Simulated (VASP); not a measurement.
# BP (I-4m2) in VASP: a series of runs, part 2 of 2

VASP 6.6.1. The steps go on from the part before.

### Step 3. Single point, r2SCAN

This run uses another cell than the first one, of the same volume but with other edges.

Input file POSCAR:

```
BP
1.0
    0.0000000000      2.0215509557      2.8584730513
    2.0215509557      0.0000000000      2.8584730513
    2.0215509557      2.0215509557      0.0000000000
B P
1 1
Direct
    0.0000000000      0.0000000000      0.0000000000
    0.7500000000      0.7500000000      0.7500000000
```

Input file INCAR.step1:

```
SYSTEM = BP
PREC = Accurate
ENCUT = 520
ISMEAR = 0
SIGMA = 0.05
LREAL = .False.
LASPH = .True.
NELM = 60
NBANDS = 11
GGA = PE
ALGO = Normal
EDIFF = 1E-4
LWAVE = .True.
LCHARG = .False.
```

Input file INCAR.step2:

```
SYSTEM = BP
PREC = Accurate
ENCUT = 520
EDIFF = 1E-6
ISMEAR = 0
SIGMA = 0.05
LREAL = .False.
LASPH = .True.
NELM = 60
ALGO = Normal
ISIF = 2
LWAVE = .False.
LCHARG = .False.
METAGGA = R2SCAN
LMIXTAU = .True.
NBANDS = 11
ISTART = 1
```

Input file KPOINTS:

```
Automatic mesh
0
Gamma
  8 8 8
  0 0 0
```

Potentials or basis: VASP PAW PBE potentials, release 64 (B, P).

The run is started by

```console
cat potpaw_PBE.64/B/POTCAR potpaw_PBE.64/P/POTCAR > POTCAR
cp INCAR.step1 INCAR
mpirun -np 1 vasp_std > vasp.out
cp INCAR.step2 INCAR
mpirun -np 1 vasp_std > vasp.out
```

OUTCAR:

```text
SYSTEM = BP
   PREC = Accurate
   ENCUT = 520
   EDIFF = 1E-6
   ISMEAR = 0
   LREAL = .False.
   LASPH = .True.
   NELM = 60
   ISIF = 2
   METAGGA = R2SCAN
   ISTART = 1

 ion  position               nearest neighbor table
   1  0.000  0.000  0.000-   2 2.02   2 2.02   2 2.02   2 2.02
   2  0.750  0.750  0.750-   1 2.02   1 2.02   1 2.02   1 2.02

  LATTYP: Found a body centered tetragonal cell.
 ALAT       =     2.8589047786
 C/A-ratio  =     1.9996979772

  Lattice vectors:

 A1 = (  -2.0215509557,   0.0000000000,   2.8584730513)
 A2 = (   2.0215509557,   0.0000000000,   2.8584730513)
 A3 = (   0.0000000000,   2.0215509557,  -2.8584730513)

Analysis of symmetry for initial positions (statically):
=====================================================================
 Subroutine PRICEL returns:
 Original cell was already a primitive cell.

 Routine SETGRP: Setting up the symmetry group for a
 body centered tetragonal supercell.

 Subroutine GETGRP returns: Found  8 space group operations
 (whereof  8 operations were pure point group operations)
 out of a pool of 16 trial point group operations.

The static configuration has the point symmetry D_2d.

Analysis of symmetry for dynamics (positions and initial velocities):
=====================================================================
 Subroutine PRICEL returns:
 Original cell was already a primitive cell.

 Routine SETGRP: Setting up the symmetry group for a
 body centered tetragonal supercell.

 Subroutine GETGRP returns: Found  8 space group operations
 (whereof  8 operations were pure point group operations)
 out of a pool of 16 trial point group operations.

The dynamic configuration has the point symmetry D_2d.

 Subroutine INISYM returns: Found  8 space group operations
 (whereof  8 operations are pure point group operations),
 and found     1 'primitive' translations

----------------------------------------------------------------------------------------

                                     Primitive cell

  volume of cell :      23.3633

  direct lattice vectors                    reciprocal lattice vectors
     0.000000000  2.021550956  2.858473051    -0.247334849  0.247334849  0.174918564
     2.021550956  0.000000000  2.858473051     0.247334849 -0.247334849  0.174918564
     2.021550956  2.021550956  0.000000000     0.247334849  0.247334849 -0.174918564

  length of vectors
     3.501076470  3.501076470  2.858904779     0.391082547  0.391082547  0.391082547

  position of ions in fractional coordinates (direct lattice)
     0.000000000  0.000000000  0.000000000
     0.750000000  0.750000000  0.750000000

  ion indices of the primitive-cell ions
   primitive index   ion index
                 1           1
                 2           2

----------------------------------------------------------------------------------------

 KPOINTS: Automatic mesh

Automatic generation of k-mesh.
 Grid dimensions read from file:
 generate k-points for:    8    8    8

 Generating k-lattice:

  Cartesian coordinates                     Fractional coordinates (reciprocal lattice)
    -0.030916856  0.030916856  0.021864820     0.125000000 -0.000000000  0.000000000
[... 38 lines left out ...]
  0.250000 -0.000000  0.125000     16.000000
  0.375000  0.000000  0.125000     16.000000
 [... further k-points ...]
   k-points           NKPTS =     59   k-points in BZ     NKDIM =     59   number of bands    NBANDS=     11
   number of dos      NEDOS =    301   number of ions     NIONS =      2
   total plane-waves  NPLWV =  18816
   dimension x,y,z NGX =    28 NGY =   28 NGZ =   24
   dimension x,y,z NGXF=    56 NGYF=   56 NGZF=   48
   ions per type =               1   1
   NGX,Y,Z   is equivalent  to a cutoff of  13.30, 13.30, 13.96 a.u.
   NGXF,Y,Z  is equivalent  to a cutoff of  26.59, 26.59, 27.91 a.u.
 SYSTEM =  BP
   PREC   = accura    normal or accurate (medium, high low for compatibility)
   ISTART =      1    job   : 0-new  1-cont  2-samecut
   ICHARG =      0    charge: 1-file 2-atom 10-const
   ISPIN  =      1    spin polarized calculation?
   LNONCOLLINEAR =      F non collinear calculations
   LSORBIT =      F    spin-orbit coupling
   LASPH  =      T    aspherical Exc in radial PAW
   ENCUT  =  520.0 eV  38.22 Ry    6.18 a.u.   6.51  6.51  5.32*2*pi/ulx,y,z
   NELM   =     60;   NELMIN=  2; NELMDL=  0     # of ELM steps
   EDIFF  = 0.1E-05   stopping-criterion for ELM
   LREAL  =      F    real-space projection
   EDIFFG = 0.1E-04   stopping-criterion for IOM
   NSW    =      0    number of steps for IOM
   IBRION =     -1    ionic relax: 0-MD 1-quasi-New 2-CG
   NFREE  =      0    steps in history (QN), initial steepest desc. (CG)
   ISIF   =      2    stress and relaxation
   ISYM   =      2    0-nonsym 1-usesym 2-fastsym
   POTIM  = 0.5000    time-step for ionic-motion
   TEBEG  =    0.0;   TEEND  =   0.0 temperature during run
   PSTRESS=    0.0 pullay stress
   NELECT =       8.0000    total number of electrons
   NUPDOWN=      -1.0000    fix difference up-down
   EMIN   =  10.00;   EMAX   =-10.00  energy-range for DOS
   EFERMI =   0.00;   METHOD = LEGACY
   ISMEAR =     0;   SIGMA  =   0.05  broadening in eV -4-tet -1-fermi 0-gaus
   EFERMI_NEDOS =   21; number of points for ismear=-14 and -15
   IALGO  =     38    algorithm
   IMIX   =      4    mixing-type and parameters
     AMIX     =   0.40;   BMIX     =  1.00
     AMIX_MAG =   1.60;   BMIX_MAG =  1.00
  volume/ion in A,a.u.               =      11.68        78.83
  Fermi-wavevector in a.u.,A,eV,Ry     =   1.145320  2.164342 17.847562  1.311759
  Thomas-Fermi vector in A             =   2.282009
   LORBIT       =      0    0 simple, 1 ext, 2 COOP (PROOUT), +10 PAW based schemes
   METAGGA = R2SCAN    functional components
   LHFCALC =     F    Hartree Fock is set to
   AEXX    =    0.0000 exact exchange contribution
   IVDW    =     0    specifies the selected vdW correction
   LEPSILON=     F    determine dielectric tensor
   LRPA    =     F    only Hartree local field effects (RPA)
 non-spin polarized calculation
 Gauss-broadening in eV      SIGMA  =   0.05
  energy-cutoff  :      520.00
  volume of cell :       23.36
 maximum number of plane-waves:       656
 NGX is ok and might be reduce to    28

 number of electron       8.0000000 magnetization

 Free energy of the ion-electron system (eV)
  ---------------------------------------------------
  ext. energy  EPLUGINS =         0.00000000
  ---------------------------------------------------
  free energy    TOTEN  =       -15.33766632 eV

  energy without entropy =      -15.33685490  energy(sigma->0) =      -15.33726061

 E-fermi :   8.4314     XC(G=0): -11.6456

 val. band max:        8.3693787914   @ k =   0.3750   0.0000   0.1250
 cond. band min:       8.4680070798   @ k =   0.5000  -0.0000   0.3750
 fundamental gap:      0.0986282884
 Fermi energy:         8.4313900576

 k-point     1 :       0.0000    0.0000    0.0000
  band No.  band energies     occupation
      1      -8.8204      2.00000
      2       4.2146      2.00000
      3       9.3594      0.00000
      4       9.3594      0.00000
      5      10.8244      0.00000
      6      11.2843      0.00000
      7      11.2843      0.00000
      8      12.7867      0.00000
      9      18.2449      0.00000
     10      19.4907      0.00000
     11      20.6797      0.00000
[... 309 lines left out ...]
 k-point    24 :       0.3750    0.0000    0.1250
  band No.  band energies     occupation
      1      -6.1714      2.00000
      2       0.5392      2.00000
      3       3.5454      2.00000
      4       7.4699      2.00000
      5       8.3694      1.92056
      6      12.5729      0.00000
      7      14.2898      0.00000
      8      17.6882      0.00000
      9      18.9530      0.00000
     10      22.1095      0.00000
     11      25.7151      0.00000

 [... further k-points ...]

------------------------ aborting loop because EDIFF is reached ----------------------------------------

  FORCE on cell =-STRESS in cart. coord.  units (eV):
  Direction    XX          YY          ZZ          XY          YZ          ZX
  --------------------------------------------------------------------------------------
  -------------------------------------------------------------------------------------
  Total        4.4379862      4.4379862     -9.6727012      0.0000000      0.0000000     -0.0000000
  in kB      304.3428086    304.3428086   -663.3227147      0.0000000      0.0000000     -0.0000000
  external PRESSURE =     -18.2123658 kB  Pullay stress =       0.0000000 kB

 VOLUME and BASIS-vectors are now :
 -----------------------------------------------------------------------------
  energy-cutoff  :      520.00
  volume of cell :       23.36
      direct lattice vectors                 reciprocal lattice vectors
     0.000000000  2.021550956  2.858473051    -0.247334849  0.247334849  0.174918564
     2.021550956  0.000000000  2.858473051     0.247334849 -0.247334849  0.174918564
     2.021550956  2.021550956  0.000000000     0.247334849  0.247334849 -0.174918564

 POSITION                                       TOTAL-FORCE (eV/Angst)
 -----------------------------------------------------------------------------------
      0.00000      0.00000      0.00000        -0.000000     -0.000000      0.000000
      3.03233      3.03233      4.28771         0.000000      0.000000     -0.000000
 -----------------------------------------------------------------------------------
    total drift:                               -0.000028     -0.000028      0.000008

  FREE ENERGIE OF THE ION-ELECTRON SYSTEM (eV)
  ---------------------------------------------------
  free  energy   TOTEN  =       -15.3376663190 eV

  energy  without entropy=      -15.3368549023  energy(sigma->0) =      -15.33726061
```

Run time: 54 s. Hardware: 1 thread of Intel Xeon Platinum 8259CL at 2.50GHz (Skylake/Cascade Lake), shared host; peak memory 0.15 GiB.

Results:

- Free energy: -15.3377 eV
- Pressure: -1.8 GPa
- Band gap on the k mesh: zero (band 4 reaches 9.36 eV, above the bottom of band 5 at 7.98 eV)

Levels at points of the mesh, in eV from the Fermi level:
```csv
k point,band 2,band 3,band 4,band 5,band 6,band 7
"(0.00, 0.00, 0.00)",-4.22,0.93,0.93,2.39,2.85,2.85
"(0.50, 0.00, 0.00)",-10.30,-5.16,-0.91,0.31,6.05,7.35
"(0.50, 0.50, 0.00)",-11.80,-2.22,-2.22,3.41,4.81,11.19
"(0.50, 0.00, 0.50)",-8.83,-6.32,-5.49,-0.30,-0.18,6.70
```

Caveat: the PAW data sets were made with another functional, which shifts forces and pressure a little.

### Step 4. Single point, r2SCAN

This run uses another cell than the first one, of the same volume but with other edges.

Input file POSCAR:

```
BP
1.0
    0.0000000000      2.3953088586      2.0360125298
    2.3953088586      0.0000000000      2.0360125298
    2.3953088586      2.3953088586      0.0000000000
B P
1 1
Direct
    0.0000000000      0.0000000000      0.0000000000
    0.7500000000      0.7500000000      0.7500000000
```

Input file INCAR.step1:

```
SYSTEM = BP
PREC = Accurate ; ENCUT = 520
ISMEAR = 0 ; SIGMA = 0.05
LREAL = .FALSE. ; LASPH = .TRUE.
NELM = 80 ; NBANDS = 11
GGA = PE ; ALGO = Normal
EDIFF = 1E-4 ; LWAVE = .TRUE.
LCHARG = .FALSE.
```

Input file INCAR.step2:

```
SYSTEM = BP
PREC = Accurate ; ENCUT = 520
EDIFF = 1E-7 ; ISMEAR = 0
SIGMA = 0.05 ; LREAL = .FALSE.
LASPH = .TRUE. ; NELM = 80
ALGO = Normal ; ISIF = 2
LWAVE = .FALSE. ; LCHARG = .FALSE.
METAGGA = R2SCAN ; LMIXTAU = .TRUE.
NBANDS = 11 ; ISTART = 1
```

Input file KPOINTS:

```
Automatic mesh
0
G
  8 8 8
  0 0 0
```

Potentials or basis: VASP PAW PBE potentials, release 64 (B, P).

The run is started by

```console
cat potpaw_PBE.64/B/POTCAR potpaw_PBE.64/P/POTCAR > POTCAR
cp INCAR.step1 INCAR
mpirun -np 1 vasp_std > vasp.out
cp INCAR.step2 INCAR
mpirun -np 1 vasp_std > vasp.out
```

OUTCAR:

```text
SYSTEM = BP
   PREC = Accurate
   ENCUT = 520
   EDIFF = 1E-7
   ISMEAR = 0
   LREAL = .FALSE.
   LASPH = .TRUE.
   NELM = 80
   ISIF = 2
   METAGGA = R2SCAN
   ISTART = 1

 ion  position               nearest neighbor table
   1  0.000  0.000  0.000-   2 1.98   2 1.98   2 1.98   2 1.98
   2  0.750  0.750  0.750-   1 1.98   1 1.98   1 1.98   1 1.98

  LATTYP: Found a body centered tetragonal cell.
 ALAT       =     3.3874782739
 C/A-ratio  =     1.2020815280

  Lattice vectors:

 A1 = (   0.0000000000,  -2.3953088586,  -2.0360125298)
 A2 = (   0.0000000000,   2.3953088586,  -2.0360125298)
[... 513 lines left out ...]
      7      15.0579      0.00000
      8      16.6254      0.00000
      9      19.8004      0.00000
     10      21.3874      0.00000
     11      23.4152      0.00000

 [... further k-points ...]
[... 5 lines left out ...]
  --------------------------------------------------------------------------------------
  -------------------------------------------------------------------------------------
  Total       -1.9116953     -1.9116953      3.3000295      0.0000000      0.0000000     -0.0000000
  in kB     -131.0979106   -131.0979106    226.3053990      0.0000000      0.0000000     -0.0000000
  external PRESSURE =     -11.9634740 kB  Pullay stress =       0.0000000 kB

 VOLUME and BASIS-vectors are now :
 -----------------------------------------------------------------------------
  energy-cutoff  :      520.00
  volume of cell :       23.36
      direct lattice vectors                 reciprocal lattice vectors
     0.000000000  2.395308859  2.036012530    -0.208741348  0.208741348  0.245578056
     2.395308859  0.000000000  2.036012530     0.208741348 -0.208741348  0.245578056
     2.395308859  2.395308859  0.000000000     0.208741348  0.208741348 -0.245578056

 POSITION                                       TOTAL-FORCE (eV/Angst)
 -----------------------------------------------------------------------------------
      0.00000      0.00000      0.00000        -0.000000     -0.000000     -0.000000
      3.59296      3.59296      3.05402         0.000000      0.000000      0.000000
 -----------------------------------------------------------------------------------
    total drift:                                0.000005      0.000005      0.000060

  FREE ENERGIE OF THE ION-ELECTRON SYSTEM (eV)
  ---------------------------------------------------
  free  energy   TOTEN  =       -16.9974121254 eV

  energy  without entropy=      -16.9971709242  energy(sigma->0) =      -16.99729152
```

OUTCAR.step1:

```text
SYSTEM = BP
   PREC = Accurate
   ENCUT = 520
   ISMEAR = 0
   LREAL = .FALSE.
   LASPH = .TRUE.
[... 558 lines left out ...]
      0.00000      0.00000      0.00000        -0.000000     -0.000000      0.000000
      3.59296      3.59296      3.05402         0.000000      0.000000     -0.000000
 -----------------------------------------------------------------------------------
    total drift:                                0.000000      0.000000      0.000000

  FREE ENERGIE OF THE ION-ELECTRON SYSTEM (eV)
  ---------------------------------------------------
  free  energy   TOTEN  =       -12.6417256405 eV

  energy  without entropy=      -12.6413115693  energy(sigma->0) =      -12.64151860
```

OSZICAR.step1:

```text
N       E                     dE             d eps       ncg     rms          rms(c)
DAV:   1     0.938012174114E+01    0.93801E+01   -0.39751E+03  1298   0.652E+02
DAV:   2    -0.126820147068E+02   -0.22062E+02   -0.20850E+02  1793   0.110E+02
DAV:   3    -0.133014900550E+02   -0.61948E+00   -0.61783E+00  1625   0.156E+01
DAV:   4    -0.133038113792E+02   -0.23213E-02   -0.23210E-02  1515   0.113E+00
DAV:   5    -0.133038234812E+02   -0.12102E-04   -0.12102E-04  1598   0.807E-02    0.707E+00
DAV:   6    -0.127311029791E+02    0.57272E+00   -0.13717E+00  1467   0.496E+00    0.380E+00
DAV:   7    -0.126493142411E+02    0.81789E-01   -0.19989E-01  1643   0.224E+00    0.135E+00
DAV:   8    -0.126413259662E+02    0.79883E-02   -0.24877E-02  1495   0.886E-01    0.201E-01
DAV:   9    -0.126415713832E+02   -0.24542E-03   -0.67786E-04  1528   0.176E-01    0.129E-01
DAV:  10    -0.126417195390E+02   -0.14816E-03   -0.22136E-04  1485   0.938E-02    0.320E-02
DAV:  11    -0.126417256405E+02   -0.61015E-05   -0.65110E-06   673   0.175E-02
   1 F= -.12641726E+02 E0= -.12641519E+02  d E =-.414071E-03
```

It took 48 s on 1 thread of Intel Xeon Platinum 8259CL at 2.50GHz (Skylake/Cascade Lake), shared host; peak memory 0.15 GiB.

Results:

| Item | Value |
| --- | --- |
| Free energy | -16.9974 eV |
| Pressure | -1.2 GPa |
| Band gap on the k mesh | zero (band 4 reaches 8.40 eV, above the bottom of band 5 at 7.44 eV) |

Caveat: the PAW data sets were made with another functional, which shifts forces and pressure a little.

### Step 5. Single point, r2SCAN

This run uses another cell than the first one, of the same volume but with other edges.

Input file POSCAR:

```
BP
1.0
    0.0000000000      2.1352107495      2.5622528994
    2.1352107495      0.0000000000      2.5622528994
    2.1352107495      2.1352107495      0.0000000000
B P
1 1
Direct
    0.0000000000      0.0000000000      0.0000000000
    0.7500000000      0.7500000000      0.7500000000
```

Input file INCAR.step1:

```
ALGO = Normal
EDIFF = 1E-4
ENCUT = 520
GGA = PE
ISMEAR = 0
LASPH = T
LCHARG = F
LREAL = F
LWAVE = T
NBANDS = 11
NELM = 100
PREC = Accurate
SIGMA = 0.05
```

Input file INCAR.step2:

```
ALGO = Normal
EDIFF = 1E-6
ENCUT = 520
ISIF = 2
ISMEAR = 0
ISTART = 1
LASPH = T
LCHARG = F
LMIXTAU = T
LREAL = F
LWAVE = F
METAGGA = R2SCAN
NBANDS = 11
NELM = 100
PREC = Accurate
SIGMA = 0.05
```

Input file KPOINTS:

```
k-points
0
Gamma
  8 8 8
```

The run is started by

```console
cat potpaw_PBE.64/B/POTCAR potpaw_PBE.64/P/POTCAR > POTCAR
cp INCAR.step1 INCAR
mpirun -np 1 vasp_std > vasp.out
cp INCAR.step2 INCAR
mpirun -np 1 vasp_std > vasp.out
```

Wall time 54 s (1 thread of Intel Xeon Platinum 8259CL at 2.50GHz (Skylake/Cascade Lake), shared host); peak memory 0.15 GiB.

The run converged. Its results:

| Property | Result |
| --- | --- |
| Free energy | -16.7706 eV |
| Pressure | -0.7 GPa |

Stress tensor (GPa, compression positive):
```
 20.71   0.00   0.00
  0.00  20.71   0.00
  0.00   0.00 -43.52
```

Levels at points of the mesh, in eV from the Fermi level:
```tsv
k point	band 1	band 2	band 3	band 4	band 5	band 6	band 7	band 8	band 9
(0.00, 0.00, 0.00)	-17.07	-2.32	0.01	0.01	2.70	2.70	3.69	5.95	9.70
(0.50, 0.00, 0.00)	-13.50	-10.26	-3.96	-1.21	1.21	5.22	5.66	10.38	13.55
(0.50, 0.50, 0.00)	-13.11	-10.93	-3.67	-3.67	2.21	3.04	12.06	12.06	13.73
(0.50, 0.00, 0.50)	-11.20	-9.32	-5.84	-5.42	0.21	0.33	9.42	12.20	13.06
```

Caveat: the PAW data sets were made with another functional, which shifts forces and pressure a little.

### Step 6. Overview

```csv
cell,gap on the mesh (eV),pressure (GPa)
"a = 3.119, b = 3.119, c = 3.602 Å, angles 54.7, 54.7, 70.5°, 2 atoms",none,-4.8
"a = 3.501, b = 3.501, c = 2.859 Å, angles 65.9, 65.9, 48.2°, 2 atoms",none,-1.8
"a = 3.144, b = 3.144, c = 3.387 Å, angles 57.4, 57.4, 65.2°, 2 atoms",none,-1.2
"a = 3.335, b = 3.335, c = 3.020 Å, angles 63.1, 63.1, 53.8°, 2 atoms",-,-0.7
```

Alike in all rows: task single point; level r2SCAN; potentials or basis VASP PAW PBE potentials, release 64 (B, P); no spin polarisation; k mesh 8 × 8 × 8; cutoff (eV) 520; smearing gaussian 0.05 eV.

Caveats: the PAW data sets were made with another functional, which shifts forces and pressure a little.

Total energies depend on the potentials used, so only differences within one code and one set of settings carry meaning.
